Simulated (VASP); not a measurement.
Write the native input for VASP 6.6.1 that does the following.

* Task: relaxation of cell and atoms
* Functional: PBE
* Potentials or basis: VASP PAW PBE potentials, release 64 (K_sv, Mg, F)
* Cutoff: 600 eV
* k mesh: 6 × 6 × 4
* Occupations: gaussian, width 0.1 eV
* Spin: no spin polarisation
* Dipole correction: no
* Further INCAR settings: ALGO = Normal; EDIFF = 1e-07; IBRION = 2; EDIFFG = -0.04; NSW = 90; ISIF = 3

The structure of KMgF3 lies in POSCAR:

```
KMgF3
1.0
    5.5588457100      0.0000000000      0.0000000000
   -2.7794228550      4.8141016005      0.0000000000
    0.0000000000      0.0000000000      4.7492092122
K Mg F
2 2 6
Direct
    0.0000000000      0.0000000000      0.5000000000
    0.0000000000      0.0000000000      0.0000000000
    0.3333333333      0.6666666667      0.7500000000
    0.6666666667      0.3333333333      0.2500000000
    0.1460000000      0.2919999999      0.2500000000
    0.8540000000      0.1460000000      0.7500000000
    0.8540000000      0.7080000001      0.7500000000
    0.1460000000      0.8540000000      0.2500000000
    0.7080000001      0.8540000000      0.2500000000
    0.2919999999      0.1460000000      0.7500000000
```

The input as run:

INCAR

```
SYSTEM = KMgF3
PREC = Accurate ; ENCUT = 600
EDIFF = 1E-7 ; ISMEAR = 0
SIGMA = 0.1 ; LREAL = .FALSE.
LASPH = .TRUE. ; NELM = 100
ALGO = Normal ; ISIF = 3
LWAVE = .FALSE. ; LCHARG = .FALSE.
GGA = PE ; IBRION = 2
NSW = 90 ; EDIFFG = -0.04
```

KPOINTS

```
regular mesh
0
G
  6 6 4
  0 0 0
```

Potentials or basis: VASP PAW PBE potentials, release 64 (K_sv, Mg, F).

Run with:

```console
$ cat potpaw_PBE.64/K_sv/POTCAR potpaw_PBE.64/Mg/POTCAR potpaw_PBE.64/F/POTCAR > POTCAR
$ mpirun -np 1 vasp_std > vasp.out
```

It gave:

The relaxed volume is 15.79 Å³/atom. The relaxed cell is a = 6.292 Å, b = 6.292 Å, c = 4.607 Å, α = 90.00°, β = 90.00°, γ = 120.00°. The space group after relaxing (to 0.1 Å) is P6_3/mmc (No. 194), the energy gained by relaxing is 2439.8 meV/atom and the ionic steps are 15. The pressure after relaxing is -0.2 GPa and the largest force after relaxing is 0.036 eV/Å. The band gap on the k mesh is 2.00 eV.

Caveat: the volume moved by over 15 % at a fixed basis, so the end points are rough.

It took 16 min on 1 thread of Intel(R) Xeon(R) 6975P-C (Granite Rapids), on a shared host, peak memory 0.36 GiB.
